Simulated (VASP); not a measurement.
# SmPb2 (P6/mmm) in VASP: further runs

Runs on SmPb2. Level: PBE. Tasks: relaxation of cell and atoms, single point.

Program: VASP 6.6.1. These are calculated values, not measurements. Logs are shortened: lines on timing, memory, paths and dates and some standing lists are left out, and cuts for length are marked.

### 1 The cell of the first run

Symmetry: P6/mmm, No. 191, hexagonal system. The conventional cell has a = 5.153 Å, b = 5.153 Å, c = 3.618 Å, α = 90.00°, β = 90.00°, γ = 120.00°. Within 4.6 Å of Sm (site symmetry 6/mmm) lie 12 Pb at 3.48 Å and 2 Sm at 3.62 Å. Within 3.9 Å of Pb (site symmetry -6m2) lie 5 Pb at 2.98 to 3.62 Å and 6 Sm at 3.48 Å.

The cell was built from a structure type or drawn by symmetry, and may not be a known phase.

### 2 Relaxation of cell and atoms, PBE

Contents of INCAR:

```
  PREC = Accurate
  ENCUT = 500
  EDIFF = 1E-7
  ISMEAR = 0
  SIGMA = 0.1
  LREAL = F
  LASPH = T
  NELM = 200
  ALGO = Normal
  ISIF = 3
  LWAVE = F
  LCHARG = F
  GGA = PE
  IBRION = 2
  NSW = 90
  EDIFFG = -0.04
  GGA_COMPAT = F
  NELMIN = 4
  LMAXMIX = 6
```

Contents of KPOINTS:

```
regular mesh
0
Gamma
  6 6 6
```

Contents of POSCAR:

```
SmPb2
1.0
    5.1529239900      0.0000000000      0.0000000000
   -2.5764619900      4.4625630800      0.0000000000
    0.0000000000      0.0000000000      3.6179643600
Sm Pb
1 2
Direct
    0.0000000000      0.0000000000      0.0000000000
    0.6666666700      0.3333333300      0.5000000000
    0.3333333300      0.6666666700      0.5000000000
```

Potentials or basis: VASP PAW PBE potentials, release 64 (Sm_3, Pb_d), 4f in core.

The run is started by

```console
> cat potpaw_PBE.64/Sm_3/POTCAR potpaw_PBE.64/Pb_d/POTCAR > POTCAR
> mpirun -np 1 vasp_std > vasp.out
```

OUTCAR:

```text
PREC = Accurate
   ENCUT = 500
   EDIFF = 1E-7
   ISMEAR = 0
   LREAL = F
   LASPH = T
   NELM = 200
   ISIF = 3
   GGA = PE
   IBRION = 2
   NSW = 90
   EDIFFG = -0.04
   NELMIN = 4

 ion  position               nearest neighbor table
   1  0.000  0.000  0.000-   2 3.48   3 3.48   2 3.48   3 3.48   3 3.48   3 3.48   2 3.48   2 3.48
                             2 3.48   2 3.48   3 3.48   3 3.48
   2  0.667  0.333  0.500-   3 2.98   3 2.98   3 2.98   1 3.48   1 3.48   1 3.48   1 3.48   1 3.48
                             1 3.48
   3  0.333  0.667  0.500-   2 2.98   2 2.98   2 2.98   1 3.48   1 3.48   1 3.48   1 3.48   1 3.48
                             1 3.48

  LATTYP: Found a hexagonal cell.
 ALAT       =     5.1529239900
 C/A-ratio  =     0.7021187130

  Lattice vectors:

 A1 = (   5.1529239900,   0.0000000000,   0.0000000000)
 A2 = (  -2.5764619900,   4.4625630800,   0.0000000000)
 A3 = (   0.0000000000,   0.0000000000,   3.6179643600)

Analysis of symmetry for initial positions (statically):
=====================================================================
 Subroutine PRICEL returns:
 Original cell was already a primitive cell.

 Routine SETGRP: Setting up the symmetry group for a
 hexagonal supercell.

 Subroutine GETGRP returns: Found 24 space group operations
 (whereof 24 operations were pure point group operations)
 out of a pool of 24 trial point group operations.

The static configuration has the point symmetry D_6h.

Analysis of symmetry for dynamics (positions and initial velocities):
=====================================================================
 Subroutine PRICEL returns:
 Original cell was already a primitive cell.

 Routine SETGRP: Setting up the symmetry group for a
 hexagonal supercell.

 Subroutine GETGRP returns: Found 24 space group operations
 (whereof 24 operations were pure point group operations)
 out of a pool of 24 trial point group operations.

The dynamic configuration has the point symmetry D_6h.

 Subroutine INISYM returns: Found 24 space group operations
 (whereof 24 operations are pure point group operations),
 and found     1 'primitive' translations

----------------------------------------------------------------------------------------

                                     Primitive cell

  volume of cell :      83.1960

  direct lattice vectors                    reciprocal lattice vectors
     5.152923990  0.000000000  0.000000000     0.194064574  0.112043234  0.000000000
    -2.576461990  4.462563080  0.000000000     0.000000000  0.224086468  0.000000000
     0.000000000  0.000000000  3.617964360     0.000000000  0.000000000  0.276398522

  length of vectors
     5.152923990  5.152923988  3.617964360     0.224086468  0.224086468  0.276398522

  position of ions in fractional coordinates (direct lattice)
     0.000000000  0.000000000  0.000000000
     0.666666670  0.333333330  0.500000000
     0.333333330  0.666666670  0.500000000

  ion indices of the primitive-cell ions
   primitive index   ion index
                 1           1
                 2           2
                 3           3

----------------------------------------------------------------------------------------

 KPOINTS: regular mesh

Automatic generation of k-mesh.
 Grid dimensions read from file:
 generate k-points for:    6    6    6

 Generating k-lattice:

  Cartesian coordinates                     Fractional coordinates (reciprocal lattice)
     0.032344096  0.018673872  0.000000000     0.166666667 -0.000000000  0.000000000
     0.000000000  0.037347745  0.000000000     0.000000000  0.166666667  0.000000000
     0.000000000  0.000000000  0.046066420     0.000000000  0.000000000  0.166666667

  Length of vectors
     0.037347745  0.037347745  0.046066420

  Shift w.r.t. Gamma in fractional coordinates (k-lattice)
     0.000000000  0.000000000  0.000000000

 Subroutine IBZKPT returns following result:
 ===========================================

 Found     28 irreducible k-points:

 Following reciprocal coordinates:
            Coordinates               Weight
  0.000000  0.000000  0.000000      1.000000
  0.166667  0.000000  0.000000      6.000000
  0.333333  0.000000  0.000000      6.000000
  0.500000  0.000000  0.000000      3.000000
  0.166667  0.166667  0.000000      6.000000
  0.333333  0.166667  0.000000     12.000000
[... 16 lines left out ...]
  0.166667  0.000000  0.500000      6.000000
  0.333333  0.000000  0.500000      6.000000
 [... further k-points ...]
   k-points           NKPTS =     28   k-points in BZ     NKDIM =     28   number of bands    NBANDS=     23
   number of dos      NEDOS =    301   number of ions     NIONS =      3
   total plane-waves  NPLWV =  44800
   dimension x,y,z NGX =    40 NGY =   40 NGZ =   28
   dimension x,y,z NGXF=    80 NGYF=   80 NGZF=   56
   ions per type =               1   2
   NGX,Y,Z   is equivalent  to a cutoff of  12.90, 12.90, 12.87 a.u.
[... 32 lines left out ...]
  volume/ion in A,a.u.               =      27.73       187.14
  Fermi-wavevector in a.u.,A,eV,Ry     =   1.271732  2.403225 22.004730  1.617302
  Thomas-Fermi vector in A             =   2.404649
   LORBIT       =      0    0 simple, 1 ext, 2 COOP (PROOUT), +10 PAW based schemes
   GGA     = PE    functional components
   LHFCALC =     F    Hartree Fock is set to
   AEXX    =    0.0000 exact exchange contribution
   IVDW    =     0    specifies the selected vdW correction
   LEPSILON=     F    determine dielectric tensor
   LRPA    =     F    only Hartree local field effects (RPA)
 conjugate gradient relaxation of ions
 non-spin polarized calculation
 Gauss-broadening in eV      SIGMA  =   0.10
  energy-cutoff  :      500.00
  volume of cell :       83.20
 maximum number of plane-waves:      2143
 NGX is ok and might be reduce to    40

--------------------------------------- Ionic step        1  -------------------------------------------

 number of electron      38.9999997 magnetization

 Free energy of the ion-electron system (eV)
  ---------------------------------------------------
  ext. energy  EPLUGINS =         0.00000000
  ---------------------------------------------------
  free energy    TOTEN  =       -12.27580128 eV

  energy without entropy =      -12.26979919  energy(sigma->0) =      -12.27280024

------------------------ aborting loop because EDIFF is reached ----------------------------------------

  FORCE on cell =-STRESS in cart. coord.  units (eV):
  Direction    XX          YY          ZZ          XY          YZ          ZX
  --------------------------------------------------------------------------------------
  -------------------------------------------------------------------------------------
  Total        4.5820724      4.5820724      2.9527204      0.0000000      0.0000000     -0.0000000
  in kB       88.2409430     88.2409430     56.8630990      0.0000001      0.0000000     -0.0000000
  external PRESSURE =      77.7816617 kB  Pullay stress =       0.0000000 kB
[... 22 lines left out ...]
  energy  without entropy=      -12.2697991877  energy(sigma->0) =      -12.27280024

--------------------------------------- Ionic step        2  -------------------------------------------

 number of electron      39.0000000 magnetization

 E-fermi :   5.3343     XC(G=0):  -9.7326

 val. band max:        5.2953197434   @ k =   0.3333   0.0000   0.0000
 cond. band min:       5.3668532973   @ k =   0.3333   0.3333   0.0000
 fundamental gap:      0.0715335539
 Fermi energy:         5.3342938126

 k-point     1 :       0.0000    0.0000    0.0000
  band No.  band energies     occupation
      1     -36.8134      2.00000
      2     -16.1900      2.00000
      3     -16.1900      2.00000
      4     -15.9295      2.00000
      5     -11.5320      2.00000
      6     -11.4746      2.00000
[... 613 lines left out ...]
     22       7.3595      0.00000
     23       7.3861      0.00000

 [... further k-points ...]

------------------------ aborting loop because EDIFF is reached ----------------------------------------

  FORCE on cell =-STRESS in cart. coord.  units (eV):
  Direction    XX          YY          ZZ          XY          YZ          ZX
  --------------------------------------------------------------------------------------
  -------------------------------------------------------------------------------------
  Total       -1.8269576     -1.8269576     -1.6782516     -0.0000000     -0.0000000     -0.0000000
  in kB      -29.1364860    -29.1364860    -26.7649082     -0.0000000     -0.0000000     -0.0000000
  external PRESSURE =     -28.3459601 kB  Pullay stress =       0.0000000 kB
[... 244 lines left out ...]
  energy  without entropy=      -12.5062149682  energy(sigma->0) =      -12.51150096

--------------------------------------- Ionic step        9  -------------------------------------------

 number of electron      38.9999997 magnetization

 Free energy of the ion-electron system (eV)
  ---------------------------------------------------
  ext. energy  EPLUGINS =         0.00000000
  ---------------------------------------------------
  free energy    TOTEN  =       -12.51777216 eV

  energy without entropy =      -12.50413383  energy(sigma->0) =      -12.51095300

 E-fermi :   5.9423     XC(G=0): -10.0700

 val. band max:        5.8821339626   @ k =   0.1667   0.0000   0.3333
 cond. band min:       5.9447526283   @ k =   0.3333   0.3333   0.0000
 fundamental gap:      0.0626186657
 Fermi energy:         5.9422503870

 k-point     1 :       0.0000    0.0000    0.0000
  band No.  band energies     occupation
      1     -35.9454      2.00000
      2     -15.3643      2.00000
      3     -15.3643      2.00000
      4     -15.0195      2.00000
      5     -10.9697      2.00000
      6     -10.8823      2.00000
[... 613 lines left out ...]
     22       8.1443      0.00000
     23       8.1497      0.00000

 [... further k-points ...]

------------------------ aborting loop because EDIFF is reached ----------------------------------------

  FORCE on cell =-STRESS in cart. coord.  units (eV):
  Direction    XX          YY          ZZ          XY          YZ          ZX
  --------------------------------------------------------------------------------------
  -------------------------------------------------------------------------------------
  Total        0.0956711      0.0956711      0.0197217      0.0000000      0.0000000     -0.0000000
  in kB        1.6436344      1.6436344      0.3388204      0.0000000      0.0000000     -0.0000000
  external PRESSURE =       1.2086964 kB  Pullay stress =       0.0000000 kB
[... 18 lines left out ...]
  FREE ENERGIE OF THE ION-ELECTRON SYSTEM (eV)
  ---------------------------------------------------
  free  energy   TOTEN  =       -12.5177721623 eV

  energy  without entropy=      -12.5041338292  energy(sigma->0) =      -12.51095300

 reached required accuracy - stopping structural energy minimisation
```

It took 2 min on 1 thread of Intel Xeon 6975P-C (Granite Rapids), shared host; peak memory 0.23 GiB.

What came out:

* Free energy: -12.5178 eV
* Relaxed volume: 31.09 Å³/atom
* Relaxed cell: a = 5.433 Å, b = 5.433 Å, c = 3.648 Å, α = 90.00°, β = 90.00°, γ = 120.00°
* Space group after relaxing (to 0.1 Å): P6/mmm (No. 191)
* Energy gained by relaxing: 80.7 meV/atom
* Ionic steps: 9
* Pressure after relaxing: 0.1 GPa
* Band gap on the k mesh: zero (an odd number of electrons rules out a gap without spin polarisation)

Stress tensor (GPa, compression positive):
```
0.16 0.00 0.00
0.00 0.16 0.00
0.00 0.00 0.03
```

The path:
```tsv
step	energy change (eV)	largest force (eV/Å)	pressure (GPa)	volume (Å³)
1	0.0000	0.0000	7.78	83.20
2	-0.1766	0.0000	-2.83	100.46
3	-0.2391	0.0000	-0.01	93.87
4	-0.2391	0.0000	-0.13	94.09
5	-0.2396	0.0000	0.02	93.76
6	-0.2398	0.0000	0.18	93.41
7	-0.2401	0.0000	0.17	93.40
8	-0.2410	0.0000	0.14	93.35
9	-0.2420	0.0000	0.12	93.26
```

Final structure:
```
CELL_PARAMETERS angstrom
5.43310 0.00000 0.00000
-2.71655 4.70520 0.00000
0.00000 0.00000 3.64805
ATOMIC_POSITIONS crystal
Sm 0.00000 0.00000 0.00000
Pb 0.66667 0.33333 0.50000
Pb 0.33333 0.66667 0.50000
```

Caveat: spin-orbit coupling is left out, which moves the levels of the heavy elements; the 4f electrons are frozen in the core, so they carry no moment and show no levels.

### 3 Single point, PBE

This run uses another cell than the first one: it holds 6 atoms, not 3.

Contents of INCAR:

```
ALGO = Normal ; EDIFF = 1E-6
ENCUT = 500 ; GGA = PE
GGA_COMPAT = False ; ISIF = 2
ISMEAR = 0 ; LASPH = True
LCHARG = False ; LMAXMIX = 6
LREAL = False ; LWAVE = False
NBANDS = 48 ; NELM = 200
PREC = Accurate ; SIGMA = 0.2
```

Contents of KPOINTS:

```
k-points
0
Gamma
  6 4 2
```

Contents of POSCAR:

```
SmPb2
1.0
    0.0000000000      0.0000000000      3.5190185190
    5.5111744614      0.0000000000      0.0000000000
    0.0000000001      9.5456341765      0.0000000000
Sm Pb
2 4
Direct
    1.0000000000      0.5000000000      0.5000000000
    1.0000000000      0.0000000000      0.0000000000
    0.5000000000      0.5000000000      0.1666666667
    0.5000000000      1.0000000000      0.6666666667
    0.5000000000      0.0000000000      0.3333333333
    0.5000000000      0.5000000000      0.8333333333
```

Potentials or basis: VASP PAW PBE potentials, release 64 (Sm_3, Pb_d), 4f in core.

The run is started by

```console
> cat potpaw_PBE.64/Sm_3/POTCAR potpaw_PBE.64/Pb_d/POTCAR > POTCAR
> mpirun -np 1 vasp_std > vasp.out
```

Wall time 72 s (1 thread of Intel Xeon 6975P-C (Granite Rapids), shared host); peak memory 0.34 GiB.

The run converged. Its results:

```yaml
Free_energy: -25.0819 eV
Pressure: 0.3 GPa
Largest_force: 0.017 eV/Å
Band_gap_on_the_k_mesh: zero (bands 39 and 40 overlap by 1.80 eV)
```

Forces on the atoms (eV/Å):
```
Sm   0.000  0.000  0.000
Sm   0.000  0.000  0.000
Pb   0.000  0.017  0.000
Pb   0.000  0.017  0.000
Pb   0.000 -0.017  0.000
Pb   0.000 -0.017  0.000
```

Stress tensor (GPa, compression positive):
```
 0.66  0.00  0.00
 0.00  0.34  0.00
 0.00  0.00 -0.07
```

Levels at points of the mesh, in eV from the Fermi level:
| k point | band 38 | band 39 | band 40 | band 41 | band 42 | band 43 |
| --- | --- | --- | --- | --- | --- | --- |
| (0.00, 0.00, 0.00) | 0.01 | 0.41 | 0.76 | 0.76 | 2.04 | 2.35 |
| (0.50, 0.00, 0.00) | -0.94 | -0.58 | -0.58 | -0.13 | 0.02 | 1.02 |
| (0.00, 0.50, 0.00) | -0.58 | 0.19 | 0.19 | 1.80 | 1.80 | 2.21 |
| (0.50, 0.50, 0.00) | -2.15 | -0.81 | -0.81 | 1.24 | 1.24 | 1.36 |
| (0.00, 0.00, 0.50) | -0.87 | 0.46 | 0.46 | 0.58 | 0.58 | 2.25 |
| (0.50, 0.00, 0.50) | -1.34 | -1.21 | -1.21 | 1.34 | 1.34 | 1.36 |
| (0.00, 0.50, 0.50) | 0.01 | 0.41 | 0.41 | 2.04 | 2.04 | 2.35 |
| (0.50, 0.50, 0.50) | -2.48 | -0.13 | -0.13 | 1.25 | 1.25 | 1.49 |

Caveat: spin-orbit coupling is left out, which moves the levels of the heavy elements; the 4f electrons are frozen in the core, so they carry no moment and show no levels.

### 4 Single point, PBE

This run uses another cell than the first one, of 30.85 Å³/atom.

Contents of INCAR:

```
PREC     = Accurate       # precision mode
ENCUT    = 500            # plane-wave cutoff, eV
EDIFF    = 1E-6           # SCF threshold, eV
ISMEAR   = 0              # smearing method
SIGMA    = 0.1            # smearing width, eV
LREAL    = False          # projectors in reciprocal space
LASPH    = True           # aspherical terms in the spheres
NELM     = 200            # most SCF steps
ALGO     = Normal         # electronic algorithm
ISIF     = 2              # what is computed and relaxed
LWAVE    = False          # write WAVECAR
LCHARG   = False          # write CHGCAR
GGA      = PE             # functional
NBANDS   = 26             # bands
GGA_COMPAT= False        
LMAXMIX  = 6              # l up to which the mixer works
```

Contents of KPOINTS:

```
regular mesh
0
Gamma
  12 12 12
```

Contents of POSCAR:

```
SmPb2
1.0
    5.5111744614      0.0000000000      0.0000000000
   -2.7555872307      4.7728170883      0.0000000000
    0.0000000000      0.0000000000      3.5190185190
Sm Pb
1 2
Direct
    0.0000000000      0.0000000000      0.0000000000
    0.6666666667      0.3333333333      0.5000000000
    0.3333333333      0.6666666667      0.5000000000
```

The run is started by

```console
> cat potpaw_PBE.64/Sm_3/POTCAR potpaw_PBE.64/Pb_d/POTCAR > POTCAR
> mpirun -np 1 vasp_std > vasp.out
```

Wall time 92 s (1 thread of Intel Xeon 6975P-C (Granite Rapids), shared host); peak memory 0.4 GiB.

The run converged. Its results:

```yaml
Free_energy: -12.5292 eV
Pressure: 0.1 GPa
Band_gap_on_the_k_mesh: zero (an odd number of electrons rules out a gap without spin polarisation)
```

Levels at points of the mesh, in eV from the Fermi level:
```tsv
k point	band 16	band 17	band 18	band 19	band 20	band 21	band 22	band 23	band 24	band 25
(0.00, 0.00, 0.00)	-6.73	-2.99	-2.99	-0.94	0.72	0.72	2.96	3.06	3.16	3.16
(0.50, 0.00, 0.00)	-8.86	-2.94	-2.93	-0.01	0.37	2.00	2.31	2.71	3.14	5.11
(0.00, 0.00, 0.50)	-5.15	-4.36	-0.97	-0.97	-0.63	-0.63	-0.04	0.98	0.98	4.79
(0.50, 0.00, 0.50)	-7.13	-2.81	-2.71	-2.53	-0.17	1.22	1.45	1.86	3.17	3.85
```

Caveat: spin-orbit coupling is left out, which moves the levels of the heavy elements; the 4f electrons are frozen in the core, so they carry no moment and show no levels.

### 5 Single point, PBE

This run uses another cell than the first one, of 30.85 Å³/atom.

Contents of INCAR:

```
SYSTEM = SmPb2
PREC = Accurate ; ENCUT = 500
EDIFF = 1E-6 ; ISMEAR = -5
SIGMA = 0.1 ; LREAL = .FALSE.
LASPH = .TRUE. ; NELM = 200
ALGO = Normal ; ISIF = 2
LWAVE = .FALSE. ; LCHARG = .FALSE.
GGA = PE ; NBANDS = 26
GGA_COMPAT = .FALSE. ; LMAXMIX = 6
```

Contents of KPOINTS:

```
regular mesh
0
G
  12 12 12
  0 0 0
```

POSCAR is that of step 4.

The run is started by

```console
> cat potpaw_PBE.64/Sm_3/POTCAR potpaw_PBE.64/Pb_d/POTCAR > POTCAR
> mpirun -np 1 vasp_std > vasp.out
```

Run time: 90 s. Hardware: 1 thread of Intel Xeon 6975P-C (Granite Rapids), shared host; peak memory 0.41 GiB.

The run converged. Its results:

```yaml
Free_energy: -12.5239 eV
Pressure: 0.1 GPa
Band_gap_on_the_k_mesh: zero (an odd number of electrons rules out a gap without spin polarisation)
```

Stress tensor (GPa, compression positive):
```
0.03 0.00 0.00
0.00 0.03 0.00
0.00 0.00 0.31
```

Levels at points of the mesh, in eV from the Fermi level:
| k point | band 17 | band 18 | band 19 | band 20 | band 21 | band 22 | band 23 | band 24 |
| --- | --- | --- | --- | --- | --- | --- | --- | --- |
| (0.00, 0.00, 0.00) | -2.96 | -2.96 | -0.92 | 0.74 | 0.74 | 2.99 | 3.08 | 3.18 |
| (0.50, 0.00, 0.00) | -2.92 | -2.91 | 0.01 | 0.39 | 2.02 | 2.33 | 2.73 | 3.16 |
| (0.00, 0.00, 0.50) | -4.34 | -0.95 | -0.95 | -0.61 | -0.61 | -0.01 | 1.00 | 1.00 |
| (0.50, 0.00, 0.50) | -2.79 | -2.69 | -2.51 | -0.15 | 1.24 | 1.47 | 1.88 | 3.19 |

Caveat: spin-orbit coupling is left out, which moves the levels of the heavy elements; the 4f electrons are frozen in the core, so they carry no moment and show no levels; tetrahedron occupations give inexact forces and stress in metals. Spin polarisation is off, so any magnetic state and its effect on volume and gap are missing.

### 6 The runs side by side

| task | cell | k mesh | smearing | gap on the mesh (eV) | pressure (GPa) |
| --- | --- | --- | --- | --- | --- |
| relaxation of cell and atoms | relaxed from a = 5.153, b = 5.153, c = 3.618 Å, angles 90.0, 90.0, 120.0°, 3 atoms, atomic positions A | 6 × 6 × 6 | gaussian 0.1 eV | none | 0.1 |
| single point | a = 3.519, b = 5.511, c = 9.546 Å, 6 atoms, atomic positions B | 6 × 4 × 2 | gaussian 0.2 eV | none | 0.3 |
| single point | a = 5.511, b = 5.511, c = 3.519 Å, angles 90.0, 90.0, 120.0°, 3 atoms, atomic positions A | 12 × 12 × 12 | gaussian 0.1 eV | none | 0.1 |
| single point | a = 5.511, b = 5.511, c = 3.519 Å, angles 90.0, 90.0, 120.0°, 3 atoms, atomic positions A | 12 × 12 × 12 | tetrahedron | none | 0.1 |

Alike in all rows: level PBE; potentials or basis VASP PAW PBE potentials, release 64 (Sm_3, Pb_d), 4f in core; no spin polarisation; cutoff (eV) 500.

Caveats: spin-orbit coupling is left out, which moves the levels of the heavy elements; the 4f electrons are frozen in the core, so they carry no moment and show no levels; tetrahedron occupations give inexact forces and stress in metals (at least some runs).

Absolute energies hang on the potentials; compare differences alone.
